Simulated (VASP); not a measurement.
## InSb3: single point with LDA

InSb3:

```
Sb In
1.0
     4.83820    0.00000    0.00000
     0.00000    4.83820    0.00000
     0.00000    0.00000    4.83820
Sb In
3 1
Cartesian
  2.4191 2.4191 0.0000
  0.0000 2.4191 2.4191
  2.4191 0.0000 2.4191
  0.0000 0.0000 0.0000
```

This cell differs from its parent crystal: volume scaled by 1.02.

```yaml
Program: VASP 6.6.1
Task: single point
Functional: LDA
Potentials_or_basis: VASP PAW LDA potentials, release 64 (Sb, In_d)
Cutoff: 520 eV
k_mesh: 6 × 6 × 6
Occupations: fermi-dirac, width 0.05 eV
Spin: no spin polarisation
Dipole_correction: no
Further_INCAR_settings: ALGO = Normal; EDIFF = 1e-06; NBANDS = 22
```

The pressure is -4.6 GPa and the band gap on the k mesh is zero (band 14 reaches 10.77 eV, above the bottom of band 15 at 6.36 eV).

Levels at points of the mesh, in eV from the Fermi level:
```
           k point  band 10  band 11  band 12  band 13  band 14  band 15  band 16  band 17  band 18  band 19
(0.00, 0.00, 0.00)    -4.18    -4.18    -3.69     0.40     0.40     0.40     1.66     1.66     1.66     4.71
(0.50, 0.00, 0.00)    -2.82    -2.82    -2.04    -2.04    -1.06    -0.81     1.81     2.07     2.07     2.28
(0.50, 0.50, 0.00)    -2.47    -1.65    -1.65    -1.30    -1.08    -1.08    -0.56     1.05     3.12     3.30
(0.50, 0.50, 0.50)    -4.85    -4.85    -4.85    -4.84     3.34     3.34     3.39     3.39     3.39     6.16
```

Run time: 27 s on 1 thread of Intel Xeon 6455B, on a shared host, peak memory 0.2 GiB.

Caveat: spin-orbit coupling is left out, which moves the levels of the heavy elements.
